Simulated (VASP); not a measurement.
# Hf (Fd-3m) in VASP: further runs

Runs on Hf. Level: PBE. Tasks: single point, relaxation of cell and atoms.

Program: VASP 6.6.1. These are calculated values, not measurements. Logs are shortened: lines on timing, memory, paths and dates and some standing lists are left out, and cuts for length are marked.

## Step 1: The cell of the first run

It takes space group Fd-3m (No. 227, cubic). The conventional cell has a = 7.447 Å, b = 7.447 Å, c = 7.447 Å, α = 90.00°, β = 90.00°, γ = 90.00°. Hf (site symmetry -43m) has 4 Hf at 3.22 Å within 4.2 Å.

This isn't the form of Hf at room conditions, which is hcp.

## Step 2: Single point, PBE

File INCAR:

```
  PREC = Accurate
  ENCUT = 500
  EDIFF = 1E-6
  ISMEAR = 0
  SIGMA = 0.1
  LREAL = F
  LASPH = T
  NELM = 120
  ALGO = Normal
  ISIF = 2
  LWAVE = F
  LCHARG = F
  GGA = PE
  NBANDS = 17
  GGA_COMPAT = F
```

File KPOINTS:

```
regular mesh
0
Gamma
  4 4 4
```

File POSCAR:

```
Hf
1.0
    0.0000000000      3.7235538284      3.7235538284
    3.7235538284      0.0000000000      3.7235538284
    3.7235538284      3.7235538284      0.0000000000
Hf
2
Direct
    0.2500000000      0.2500000000      0.2500000000
    0.0000000000      0.0000000000      0.0000000000
```

Potentials or basis: VASP PAW PBE potentials, release 64 (Hf_pv).

Command:

```
$ cat potpaw_PBE.64/Hf_pv/POTCAR > POTCAR
$ mpirun -np 1 vasp_std > vasp.out
```

OUTCAR:

```text
PREC = Accurate
   ENCUT = 500
   EDIFF = 1E-6
   ISMEAR = 0
   LREAL = F
   LASPH = T
   NELM = 120
   ISIF = 2
   GGA = PE

 ion  position               nearest neighbor table
   1  0.250  0.250  0.250-   2 3.22   2 3.22   2 3.22   2 3.22
   2  0.000  0.000  0.000-   1 3.22   1 3.22   1 3.22   1 3.22

  LATTYP: Found a face centered cubic cell.
 ALAT       =     7.4471076568

  Lattice vectors:

 A1 = (   0.0000000000,   3.7235538284,   3.7235538284)
 A2 = (   3.7235538284,   0.0000000000,   3.7235538284)
 A3 = (   3.7235538284,   3.7235538284,   0.0000000000)

Analysis of symmetry for initial positions (statically):
=====================================================================
 Subroutine PRICEL returns:
 Original cell was already a primitive cell.

 Routine SETGRP: Setting up the symmetry group for a
 face centered cubic supercell.

 Subroutine GETGRP returns: Found 48 space group operations
 (whereof 24 operations were pure point group operations)
 out of a pool of 48 trial point group operations.

The static configuration has the point symmetry T_d .
 The point group associated with its full space group is O_h .

Analysis of symmetry for dynamics (positions and initial velocities):
=====================================================================
 Subroutine PRICEL returns:
 Original cell was already a primitive cell.

 Routine SETGRP: Setting up the symmetry group for a
 face centered cubic supercell.

 Subroutine GETGRP returns: Found 48 space group operations
 (whereof 24 operations were pure point group operations)
 out of a pool of 48 trial point group operations.

The dynamic configuration has the point symmetry T_d .
 The point group associated with its full space group is O_h .

 Subroutine INISYM returns: Found 48 space group operations
 (whereof 24 operations are pure point group operations),
 and found     1 'primitive' translations

----------------------------------------------------------------------------------------

                                     Primitive cell

  volume of cell :     103.2531

  direct lattice vectors                    reciprocal lattice vectors
     0.000000000  3.723553828  3.723553828    -0.134280320  0.134280320  0.134280320
     3.723553828  0.000000000  3.723553828     0.134280320 -0.134280320  0.134280320
     3.723553828  3.723553828  0.000000000     0.134280320  0.134280320 -0.134280320

  length of vectors
     5.265900324  5.265900324  5.265900324     0.232580337  0.232580337  0.232580337

  position of ions in fractional coordinates (direct lattice)
     0.250000000  0.250000000  0.250000000
     0.000000000  0.000000000  0.000000000

  ion indices of the primitive-cell ions
   primitive index   ion index
                 1           1
                 2           2

----------------------------------------------------------------------------------------

 KPOINTS: regular mesh

Automatic generation of k-mesh.
 Grid dimensions read from file:
 generate k-points for:    4    4    4

 Generating k-lattice:

  Cartesian coordinates                     Fractional coordinates (reciprocal lattice)
    -0.033570080  0.033570080  0.033570080     0.250000000  0.000000000  0.000000000
     0.033570080 -0.033570080  0.033570080     0.000000000  0.250000000  0.000000000
     0.033570080  0.033570080 -0.033570080     0.000000000  0.000000000  0.250000000

  Length of vectors
     0.058145084  0.058145084  0.058145084

  Shift w.r.t. Gamma in fractional coordinates (k-lattice)
     0.000000000  0.000000000  0.000000000

 Subroutine IBZKPT returns following result:
 ===========================================

 Found      8 irreducible k-points:

 Following reciprocal coordinates:
            Coordinates               Weight
  0.000000  0.000000  0.000000      1.000000
  0.250000  0.000000  0.000000      8.000000
  0.500000  0.000000  0.000000      4.000000
  0.250000  0.250000  0.000000      6.000000
  0.500000  0.250000  0.000000     24.000000
 -0.250000  0.250000  0.000000     12.000000
  0.500000  0.500000  0.000000      3.000000
 -0.250000  0.500000  0.250000      6.000000
   k-points           NKPTS =      8   k-points in BZ     NKDIM =      8   number of bands    NBANDS=     17
   number of dos      NEDOS =    301   number of ions     NIONS =      2
   total plane-waves  NPLWV =  64000
   dimension x,y,z NGX =    40 NGY =   40 NGZ =   40
   dimension x,y,z NGXF=    80 NGYF=   80 NGZF=   80
   ions per type =               2
   NGX,Y,Z   is equivalent  to a cutoff of  12.63, 12.63, 12.63 a.u.
   NGXF,Y,Z  is equivalent  to a cutoff of  25.26, 25.26, 25.26 a.u.
 SYSTEM =  unknown system
   PREC   = accura    normal or accurate (medium, high low for compatibility)
   ISTART =      0    job   : 0-new  1-cont  2-samecut
   ICHARG =      2    charge: 1-file 2-atom 10-const
   ISPIN  =      1    spin polarized calculation?
   LNONCOLLINEAR =      F non collinear calculations
   LSORBIT =      F    spin-orbit coupling
   LASPH  =      T    aspherical Exc in radial PAW
   ENCUT  =  500.0 eV  36.75 Ry    6.06 a.u.   9.60  9.60  9.60*2*pi/ulx,y,z
   NELM   =    120;   NELMIN=  2; NELMDL= -5     # of ELM steps
   EDIFF  = 0.1E-05   stopping-criterion for ELM
   LREAL  =      F    real-space projection
   EDIFFG = 0.1E-04   stopping-criterion for IOM
   NSW    =      0    number of steps for IOM
   IBRION =     -1    ionic relax: 0-MD 1-quasi-New 2-CG
   NFREE  =      0    steps in history (QN), initial steepest desc. (CG)
   ISIF   =      2    stress and relaxation
   ISYM   =      2    0-nonsym 1-usesym 2-fastsym
   POTIM  = 0.5000    time-step for ionic-motion
   TEBEG  =    0.0;   TEEND  =   0.0 temperature during run
   PSTRESS=    0.0 pullay stress
   NELECT =      20.0000    total number of electrons
   NUPDOWN=      -1.0000    fix difference up-down
   EMIN   =  10.00;   EMAX   =-10.00  energy-range for DOS
   EFERMI =   0.00;   METHOD = LEGACY
   ISMEAR =     0;   SIGMA  =   0.10  broadening in eV -4-tet -1-fermi 0-gaus
   EFERMI_NEDOS =   21; number of points for ismear=-14 and -15
   IALGO  =     38    algorithm
   IMIX   =      4    mixing-type and parameters
     AMIX     =   0.40;   BMIX     =  1.00
     AMIX_MAG =   1.60;   BMIX_MAG =  1.00
  volume/ion in A,a.u.               =      51.63       348.39
  Fermi-wavevector in a.u.,A,eV,Ry     =   0.947219  1.789985 12.207479  0.897224
  Thomas-Fermi vector in A             =   2.075292
   LORBIT       =      0    0 simple, 1 ext, 2 COOP (PROOUT), +10 PAW based schemes
   GGA     = PE    functional components
   LHFCALC =     F    Hartree Fock is set to
   AEXX    =    0.0000 exact exchange contribution
   IVDW    =     0    specifies the selected vdW correction
   LEPSILON=     F    determine dielectric tensor
   LRPA    =     F    only Hartree local field effects (RPA)
 non-spin polarized calculation
 Gauss-broadening in eV      SIGMA  =   0.10
  energy-cutoff  :      500.00
  volume of cell :      103.25
 maximum number of plane-waves:      2685
 NGX is ok and might be reduce to    40
   NGX = 19   NGY = 19   NGZ = 19

 number of electron      19.9999997 magnetization

 Free energy of the ion-electron system (eV)
  ---------------------------------------------------
  ext. energy  EPLUGINS =         0.00000000
  ---------------------------------------------------
  free energy    TOTEN  =       -13.50808929 eV

  energy without entropy =      -13.46483025  energy(sigma->0) =      -13.48645977

 E-fermi :   0.1575     XC(G=0):  -7.6352

 val. band max:        0.1353323028   @ k =  -0.2500   0.2500   0.0000
 cond. band min:       0.1635513088   @ k =   0.0000   0.0000   0.0000
 fundamental gap:      0.0282190061
 Fermi energy:         0.1574820311

 k-point     1 :       0.0000    0.0000    0.0000
  band No.  band energies     occupation
      1     -31.4165      2.00000
      2     -31.4165      2.00000
      3     -31.4165      2.00000
      4     -31.2395      2.00000
      5     -31.2395      2.00000
      6     -31.2395      2.00000
[... 9 lines left out ...]
     16       3.7215      0.00000
     17       3.7215      0.00000

 k-point     2 :       0.2500    0.0000    0.0000
  band No.  band energies     occupation
      1     -31.4249      2.00000
      2     -31.4249      2.00000
      3     -31.4113      2.00000
      4     -31.2458      2.00000
      5     -31.2311      2.00000
      6     -31.2311      2.00000
[... 9 lines left out ...]
     16       3.5797      0.00000
     17       3.5797      0.00000

 k-point     3 :       0.5000    0.0000    0.0000
  band No.  band energies     occupation
      1     -31.4326      2.00000
      2     -31.4326      2.00000
      3     -31.4059      2.00000
      4     -31.2524      2.00000
      5     -31.2233      2.00000
      6     -31.2233      2.00000
[... 9 lines left out ...]
     16       3.1545      0.00000
     17       3.2213      0.00000

 k-point     4 :       0.2500    0.2500    0.0000
  band No.  band energies     occupation
      1     -31.4339      2.00000
      2     -31.4339      2.00000
      3     -31.3913      2.00000
      4     -31.2663      2.00000
      5     -31.2221      2.00000
      6     -31.2221      2.00000
[... 9 lines left out ...]
     16       3.0722      0.00000
     17       3.8513      0.00000

 k-point     5 :       0.5000    0.2500    0.0000
  band No.  band energies     occupation
      1     -31.4468      2.00000
      2     -31.4410      2.00000
      3     -31.3697      2.00000
      4     -31.2885      2.00000
      5     -31.2149      2.00000
      6     -31.2095      2.00000
[... 9 lines left out ...]
     16       2.9620      0.00000
     17       3.3342      0.00000

 k-point     6 :      -0.2500    0.2500    0.0000
  band No.  band energies     occupation
      1     -31.4451      2.00000
      2     -31.4326      2.00000
      3     -31.3853      2.00000
      4     -31.2725      2.00000
      5     -31.2233      2.00000
      6     -31.2114      2.00000
[... 9 lines left out ...]
     16       2.6405      0.00000
     17       3.7924      0.00000

 k-point     7 :       0.5000    0.5000    0.0000
  band No.  band energies     occupation
      1     -31.4488      2.00000
      2     -31.4488      2.00000
      3     -31.3295      2.00000
      4     -31.3295      2.00000
      5     -31.2070      2.00000
      6     -31.2070      2.00000
[... 9 lines left out ...]
     16       2.4383      0.00000
     17       3.3815      0.00000

 k-point     8 :      -0.2500    0.5000    0.2500
  band No.  band energies     occupation
      1     -31.4490      2.00000
      2     -31.4490      2.00000
      3     -31.3292      2.00000
      4     -31.3292      2.00000
      5     -31.2072      2.00000
      6     -31.2072      2.00000
[... 9 lines left out ...]
     16       2.9273      0.00000
     17       3.1905      0.00000

------------------------ aborting loop because EDIFF is reached ----------------------------------------

  FORCE on cell =-STRESS in cart. coord.  units (eV):
  Direction    XX          YY          ZZ          XY          YZ          ZX
  --------------------------------------------------------------------------------------
  -------------------------------------------------------------------------------------
  Total       -4.8044633     -4.8044633     -4.8044633     -0.0000000     -0.0000000      0.0000000
  in kB      -74.5508429    -74.5508429    -74.5508429     -0.0000000     -0.0000000      0.0000000
  external PRESSURE =     -74.5508429 kB  Pullay stress =       0.0000000 kB

 VOLUME and BASIS-vectors are now :
 -----------------------------------------------------------------------------
  energy-cutoff  :      500.00
  volume of cell :      103.25
      direct lattice vectors                 reciprocal lattice vectors
     0.000000000  3.723553828  3.723553828    -0.134280320  0.134280320  0.134280320
     3.723553828  0.000000000  3.723553828     0.134280320 -0.134280320  0.134280320
     3.723553828  3.723553828  0.000000000     0.134280320  0.134280320 -0.134280320

 POSITION                                       TOTAL-FORCE (eV/Angst)
 -----------------------------------------------------------------------------------
      1.86178      1.86178      1.86178        -0.000000     -0.000000     -0.000000
      0.00000      0.00000      0.00000         0.000000      0.000000      0.000000
 -----------------------------------------------------------------------------------
    total drift:                               -0.000000     -0.000000      0.000000

  FREE ENERGIE OF THE ION-ELECTRON SYSTEM (eV)
  ---------------------------------------------------
  free  energy   TOTEN  =       -13.5080892935 eV

  energy  without entropy=      -13.4648302514  energy(sigma->0) =      -13.48645977
```

Run time: 10 s. Hardware: 1 thread of AMD EPYC 9R45 (Zen 5), shared host; peak memory 0.2 GiB.

What came out:

- Free energy: -13.5081 eV
- Pressure: -7.5 GPa
- Band gap on the k mesh: zero (bands 10 and 11 overlap by 0.11 eV)

Caveat: the k points lie up to 0.37 Å⁻¹ apart; spin-orbit coupling is left out, which moves the levels of the heavy elements.

## Step 3: Single point, PBE

This run uses another cell than the first one, of 35.01 Å³/atom.

File INCAR:

```
  PREC = Accurate
  ENCUT = 520
  EDIFF = 1E-6
  ISMEAR = 0
  SIGMA = 0.1
  LREAL = False
  LASPH = True
  NELM = 60
  ALGO = Normal
  ISIF = 2
  LWAVE = False
  LCHARG = False
  GGA = PE
  NBANDS = 17
```

File KPOINTS:

```
Automatic mesh
0
Gamma
  10 10 10
```

File POSCAR:

```
Hf
1.0
    0.0000000000      3.2712309544      3.2712309544
    3.2712309544      0.0000000000      3.2712309544
    3.2712309544      3.2712309544      0.0000000000
Hf
2
Direct
    0.2500000000      0.2500000000      0.2500000000
    0.0000000000      0.0000000000      0.0000000000
```

Potentials or basis: VASP PAW PBE potentials, release 64 (Hf_pv).

Command:

```
$ cat potpaw_PBE.64/Hf_pv/POTCAR > POTCAR
$ mpirun -np 1 vasp_std > vasp.out
```

Run time: 46 s. Hardware: 1 thread of Intel Xeon 8259CL, shared host; peak memory 0.22 GiB.

It converged, with:

| Property | Result |
| --- | --- |
| Free energy | -14.4868 eV |
| Pressure | -0.2 GPa |
| Band gap on the k mesh | zero (bands 10 and 11 overlap by 0.70 eV) |

Levels at points of the mesh, in eV from the Fermi level:
```tsv
k point	band 6	band 7	band 8	band 9	band 10	band 11	band 12	band 13	band 14	band 15
(0.00, 0.00, 0.00)	-30.41	-5.08	-0.28	-0.28	0.16	0.16	0.16	2.07	2.07	2.07
(0.50, 0.00, 0.00)	-30.35	-2.99	-0.83	-0.25	-0.25	-0.05	0.22	0.22	3.05	3.05
(0.50, 0.50, 0.00)	-30.28	-1.24	-1.24	-1.19	-1.19	0.35	0.35	2.13	2.13	3.49
```

Caveat: spin-orbit coupling is left out, which moves the levels of the heavy elements.

## Step 4: Relaxation of cell and atoms, PBE

File INCAR:

```
SYSTEM = Hf
  ALGO = Normal
  EDIFF = 1E-6
  EDIFFG = -0.01
  ENCUT = 600
  GGA = PE
  IBRION = 2
  ISIF = 3
  ISMEAR = 0
  LASPH = .TRUE.
  LCHARG = .FALSE.
  LREAL = .FALSE.
  LWAVE = .FALSE.
  NELM = 100
  NSW = 80
  PREC = Accurate
  SIGMA = 0.1
```

File KPOINTS:

```
k-points
0
G
  10 10 10
  0 0 0
```

File POSCAR:

```
Hf
1.0
    0.0000000000      3.7235538284      3.7235538284
    3.7235538284      0.0000000000      3.7235538284
    3.7235538284      3.7235538284      0.0000000000
Hf
2
Direct
    0.2500000000      0.2500000000      0.2500000000
    0.0000000000      0.0000000000      0.0000000000
```

Command:

```
$ cat potpaw_PBE.64/Hf_pv/POTCAR > POTCAR
$ mpirun -np 1 vasp_std > vasp.out
```

Wall time 3.9 min (1 thread of Intel Xeon 8259CL, shared host); peak memory 0.32 GiB.

Results (log left out):

- Free energy: -14.4884 eV
- Relaxed volume: 34.69 Å³/atom
- Relaxed cell: a = 4.612 Å, b = 4.612 Å, c = 4.612 Å, α = 60.00°, β = 60.00°, γ = 60.00°
- Space group after relaxing (to 0.1 Å): Fd-3m (No. 227)
- Energy gained by relaxing: 492.7 meV/atom
- Ionic steps: 4
- Pressure after relaxing: 0.0 GPa
- Band gap on the k mesh: zero (bands 10 and 11 overlap by 0.69 eV)

The path:
| step | energy change (eV) | largest force (eV/Å) | pressure (GPa) | volume (Å³) |
| --- | --- | --- | --- | --- |
| 1 | 0.0000 | 0.0000 | -7.24 | 103.25 |
| 2 | -0.9760 | 0.0000 | -1.11 | 72.16 |
| 3 | -0.9852 | 0.0000 | -0.20 | 69.95 |
| 4 | -0.9855 | 0.0000 | 0.04 | 69.37 |

Final structure:
```
CELL_PARAMETERS angstrom
0.00000 3.26126 3.26126
3.26126 0.00000 3.26126
3.26126 3.26126 0.00000
ATOMIC_POSITIONS crystal
Hf 0.25000 0.25000 0.25000
Hf 0.00000 0.00000 0.00000
```

Levels at points of the mesh, in eV from the Fermi level:
```
           k point  band 6  band 7  band 8  band 9  band 10  band 11  band 12  band 13  band 14
(0.00, 0.00, 0.00)  -30.39   -5.10   -0.30   -0.30     0.16     0.16     0.16     2.09     2.09
(0.50, 0.00, 0.00)  -30.33   -2.99   -0.84   -0.26    -0.26    -0.04     0.22     0.22     3.08
(0.50, 0.50, 0.00)  -30.26   -1.26   -1.26   -1.17    -1.17     0.35     0.35     2.14     2.14
```

Caveat: the volume moved by over 15 % at a fixed basis, so the end points are rough; spin-orbit coupling is left out, which moves the levels of the heavy elements.

## Step 5: Summary

| task | cell | k mesh | cutoff (eV) | gap on the mesh (eV) | pressure (GPa) |
| --- | --- | --- | --- | --- | --- |
| single point | a = 5.266 Å, angles 60.0°, 2 atoms | 4 × 4 × 4 | 500 | none | -7.5 |
| single point | a = 4.626 Å, angles 60.0°, 2 atoms | 10 × 10 × 10 | 520 | none | -0.2 |
| relaxation of cell and atoms | relaxed from a = 5.266 Å, angles 60.0°, 2 atoms | 10 × 10 × 10 | 600 | none | 0.0 |

Alike in all rows: level PBE; potentials or basis VASP PAW PBE potentials, release 64 (Hf_pv); no spin polarisation; smearing gaussian 0.1 eV.

Caveats: some runs use coarse meshes; spin-orbit coupling is left out, which moves the levels of the heavy elements; the volume moved by over 15 % at a fixed basis, so the end points are rough (at least some runs).

Absolute energies hang on the potentials; compare differences alone.
